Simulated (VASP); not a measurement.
# NaH (P6_3/mmc) in VASP: notebook, part 2 of 2

VASP 6.6.1. The steps go on from the part before.

## (3) Single point, PBE

File INCAR:

```
SYSTEM = NaH
PREC = Accurate ; ENCUT = 520
EDIFF = 1E-7 ; ISMEAR = -1
SIGMA = 0.02 ; LREAL = .FALSE.
LASPH = .TRUE. ; NELM = 80
ALGO = Normal ; ISIF = 2
LWAVE = .FALSE. ; LCHARG = .FALSE.
GGA = PE ; NBANDS = 16
```

File KPOINTS:

```
regular mesh
0
G
  12 12 6
  0 0 0
```

File POSCAR:

```
NaH
1.0
    3.9532815515      0.0000000000      0.0000000000
   -1.9766407757      3.4236422520      0.0000000000
    0.0000000000      0.0000000000      4.8282923105
Na H
2 2
Direct
    0.3333333333      0.6666666667     -0.0624996804
    0.6666666667      0.3333333333      0.4375003196
    0.3333333333      0.6666666667      0.4374996804
    0.6666666667      0.3333333333      0.9374996804
```

Potentials or basis: VASP PAW PBE potentials, release 64 (Na_pv, H).

On the command line:

```sh
> cat potpaw_PBE.64/Na_pv/POTCAR potpaw_PBE.64/H/POTCAR > POTCAR
> mpirun -np 1 vasp_std > vasp.out
```

OUTCAR:

```text
SYSTEM = NaH
   PREC = Accurate
   ENCUT = 520
   EDIFF = 1E-7
   ISMEAR = -1
   LREAL = .FALSE.
   LASPH = .TRUE.
   NELM = 80
   ISIF = 2
   GGA = PE

 ion  position               nearest neighbor table
   1  0.333  0.667  0.938-
   2  0.667  0.333  0.438-
   3  0.333  0.667  0.437-
   4  0.667  0.333  0.937-

  LATTYP: Found a hexagonal cell.
 ALAT       =     3.9532815515
 C/A-ratio  =     1.2213378298

  Lattice vectors:

[... 635 lines left out ...]
      6     -23.6479      2.00000
[... 8 lines left out ...]
     15      10.4902      0.00000
     16      11.3575      0.00000

 [... further k-points ...]
[... 5 lines left out ...]
  --------------------------------------------------------------------------------------
  -------------------------------------------------------------------------------------
  Total        0.1263371      0.1263371      0.1718361      0.0000000      0.0000000     -0.0000000
  in kB        3.0974332      3.0974332      4.2129415      0.0000000      0.0000000     -0.0000000
  external PRESSURE =       3.4692693 kB  Pullay stress =       0.0000000 kB

 VOLUME and BASIS-vectors are now :
 -----------------------------------------------------------------------------
  energy-cutoff  :      520.00
  volume of cell :       65.35
      direct lattice vectors                 reciprocal lattice vectors
     3.953281551  0.000000000  0.000000000     0.252954409  0.146043296  0.000000000
    -1.976640776  3.423642252  0.000000000     0.000000000  0.292086593  0.000000000
     0.000000000  0.000000000  4.828292311     0.000000000  0.000000000  0.207112564

 POSITION                                       TOTAL-FORCE (eV/Angst)
 -----------------------------------------------------------------------------------
     -0.00000      2.28243      4.52653        -0.000000      0.000000     -0.000000
      1.97664      1.14121      2.11238         0.000000      0.000000      0.000000
     -0.00000      2.28243      2.11238         0.000000      0.000000      0.000000
      1.97664      1.14121      4.52652        -0.000000     -0.000000      0.000000
 -----------------------------------------------------------------------------------
    total drift:                               -0.000000      0.000000      0.000245

  FREE ENERGIE OF THE ION-ELECTRON SYSTEM (eV)
  ---------------------------------------------------
  free  energy   TOTEN  =       -10.0730534982 eV

  energy  without entropy=      -10.0730534982  energy(sigma->0) =      -10.07305350
```

Run time: 54 s. Hardware: 1 thread of Intel Xeon Platinum 8488C (Sapphire Rapids), shared host; peak memory 0.21 GiB.

Results:

```
Free energy            : -10.0731 eV
Pressure               : 0.3 GPa
Band gap on the k mesh : 3.33 eV, indirect (least direct gap 4.12 eV)
```

Stress tensor (GPa, compression positive):
```
0.31 0.00 0.00
0.00 0.31 0.00
0.00 0.00 0.42
```

A k mesh can miss the band edges. Expect the measured gap to be larger: semilocal functionals such as PBE lack the derivative discontinuity.

## (4) Single point, LDA

File INCAR:

```
SYSTEM = NaH
PREC     = Accurate       ! precision mode
ENCUT    = 520            ! plane-wave cutoff, eV
EDIFF    = 1E-6           ! SCF threshold, eV
ISMEAR   = 0              ! smearing method
SIGMA    = 0.01           ! smearing width, eV
LREAL    = .FALSE.        ! projectors in reciprocal space
LASPH    = .TRUE.         ! aspherical terms in the spheres
NELM     = 60             ! most SCF steps
ALGO     = Normal         ! electronic algorithm
ISIF     = 2              ! what is computed and relaxed
LWAVE    = .FALSE.        ! write WAVECAR
LCHARG   = .TRUE.         ! write CHGCAR
LELF     = .TRUE.         ! ELF
LVHAR    = .TRUE.       
NBANDS   = 16             ! bands
```

File KPOINTS:

```
Automatic mesh
0
G
  12 12 6
  0 0 0
```

POSCAR is that of step 3.

Potentials or basis: VASP PAW LDA potentials, release 64 (Na_pv, H).

On the command line:

```sh
> cat potpaw_LDA.64/Na_pv/POTCAR potpaw_LDA.64/H/POTCAR > POTCAR
> mpirun -np 1 vasp_std > vasp.out
```

Run time: 51 s. Hardware: 1 thread of Intel Xeon Platinum 8488C (Sapphire Rapids), shared host; peak memory 0.19 GiB.

Results (log left out):

| Item | Value |
| --- | --- |
| Free energy | -10.6258 eV |
| Pressure | -1.4 GPa |
| Band gap on the k mesh | 2.98 eV, indirect (least direct gap 3.83 eV) |

Levels at points of the mesh, in eV from the valence-band top:
```
           k point  band 5  band 6  band 7  band 8  band 9  band 10  band 11  band 12
(0.00, 0.00, 0.00)  -22.32  -22.30   -3.51   -0.02    4.56     7.83     9.95     9.95
(0.50, 0.00, 0.00)  -22.32  -22.32   -1.60   -0.68    3.60     7.18     7.32     7.50
(0.00, 0.00, 0.50)  -22.33  -22.33   -2.16   -2.16    6.78     6.78    10.76    10.76
(0.50, 0.00, 0.50)  -22.31  -22.31   -0.88   -0.88    3.60     3.60     8.21     8.21
```

A k mesh can miss the band edges. LDA gaps usually lie below the measured ones, often by a third to a half.

## (5) Summary

| level | potentials or basis | k mesh | smearing | gap on the mesh (eV) | pressure (GPa) |
| --- | --- | --- | --- | --- | --- |
| r2SCAN | VASP PAW PBE potentials, release 64 (Na_pv, H) | 6 × 6 × 6 | fermi-dirac 0.02 eV | 3.68 | -0.1 |
| PBE | VASP PAW PBE potentials, release 64 (Na_pv, H) | 12 × 12 × 6 | fermi-dirac 0.02 eV | 3.33 | 0.3 |
| LDA | VASP PAW LDA potentials, release 64 (Na_pv, H) | 12 × 12 × 6 | gaussian 0.01 eV | 2.98 | -1.4 |

Alike in all rows: task single point; no spin polarisation; cell a = 3.953, b = 3.953, c = 4.828 Å, angles 90.0, 90.0, 120.0°, 4 atoms; cutoff (eV) 520.

Caveats: the PAW data sets were made with another functional, which shifts forces and pressure a little (some runs).

Absolute energies hang on the potentials; compare differences alone.
